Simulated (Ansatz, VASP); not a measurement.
# AgCl: VASP beside Ansatz

The input INCAR:

```
SYSTEM = AgCl
ALGO = Normal
EDIFF = 1E-8
ENCUT = 520
GGA = PE
ISIF = 2
ISMEAR = -1
LASPH = .True.
LCHARG = .False.
LEFG = .True.
LREAL = .False.
LWAVE = .False.
NBANDS = 16
NELM = 60
PREC = Accurate
SIGMA = 0.01
```

The input KPOINTS:

```
k-points
0
Gamma
  9 9 9
  0 0 0
```

The input POSCAR:

```
AgCl
1.0
    0.0000000000      2.7356704056      2.7356704056
    2.7356704056      0.0000000000      2.7356704056
    2.7356704056      2.7356704056      0.0000000000
Ag Cl
1 1
Direct
    0.5000000000      0.5000000000      0.5000000000
    0.0000000000      0.0000000000      0.0000000000
```

Input for Ansatz:

```yaml
crystal:
  lattice:
    - [0.0, 2.7356704056, 2.7356704056]
    - [2.7356704056, 0.0, 2.7356704056]
    - [2.7356704056, 2.7356704056, 0.0]
  atoms:
    - { symbol: Ag, position: [0.5, 0.5, 0.5] }
    - { symbol: Cl, position: [0.0, 0.0, 0.0] }
kpoints:
  mp_grid: { grid: [9, 9, 9] }
scf:
  occupations: { method: fermi_dirac, width: 0.01 }
hamiltonian:
  xc: pbe
  pseudopotentials: { kind: paw }
output:
  forces: true
  stress: true
  eigenvalues: true
  efg: { contact_densities: true }
```

Change from the starting cell: volume scaled by 0.96, PAW files.

Alike in both runs: task electric field gradients; functional PBE; k mesh 9 × 9 × 9; occupations fermi-dirac, width 0.01 eV; no spin polarisation.

|  | VASP | Ansatz |
| --- | --- | --- |
| version | VASP 6.6.1 | Ansatz 0.2.0 |
| potentials or method | VASP PAW PBE potentials, release 64 (Ag, Cl) | PAW with Ansatz's default frozen-core files, scalar-relativistic |
| plane-wave cutoff (eV) | 520 | 420 |
| valence electrons in the cell | 18 | 26 |

|  | VASP | Ansatz | Ansatz less VASP |
| --- | --- | --- | --- |
| gap on the k mesh at the Fermi level (eV) | 0.95 | 0.95 | +0.003 |
| pressure (GPa) | 3.7 | 3.9 | +0.15 |

VASP's potentials hold 18 valence electrons a cell and Ansatz's 26, so a difference there can come from the potentials and not from the codes.
